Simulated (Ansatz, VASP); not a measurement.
**One calculation of Te, two programs**

```
Te
1.0
     4.63249    0.00000    0.00000
    -2.31624    4.01185    0.00000
     0.00000    0.00000    5.88690
Te
3
Direct
  0.25359 0.00000 0.33333
  0.00000 0.25359 0.66667
  0.74641 0.74641 0.00000
```

Alike in both runs: task single point; functional r2SCAN; k mesh 8 × 8 × 6; occupations methfessel-paxton of order 1, width 0.3 eV; no spin polarisation.

|  | VASP | Ansatz |
| --- | --- | --- |
| version | VASP 6.6.1 | Ansatz 0.2.0 |
| potentials or method | VASP PAW PBE potentials, release 64 (Te), cutoff 550 eV | plane waves (500 eV) with PAW, scalar-relativistic |
| valence electrons in the cell | 18 | 48 |

Ansatz gave:

- pressure (GPa): 0.0
- traceless stress, the component that is largest in VASP (GPa): 0.07

Problem. What did VASP give for the same quantities?

Solution. Pressure (GPa): 0.0; traceless stress, the component that is largest in VASP (GPa): 0.10.

VASP's potentials were made for PBE, not for r2SCAN. The functional is the same, so the differences come from potentials, cutoffs and numerics. VASP's potentials hold 18 valence electrons a cell and Ansatz's 48, so a difference there can come from the potentials and not from the codes.

Neither program's run includes spin-orbit coupling.
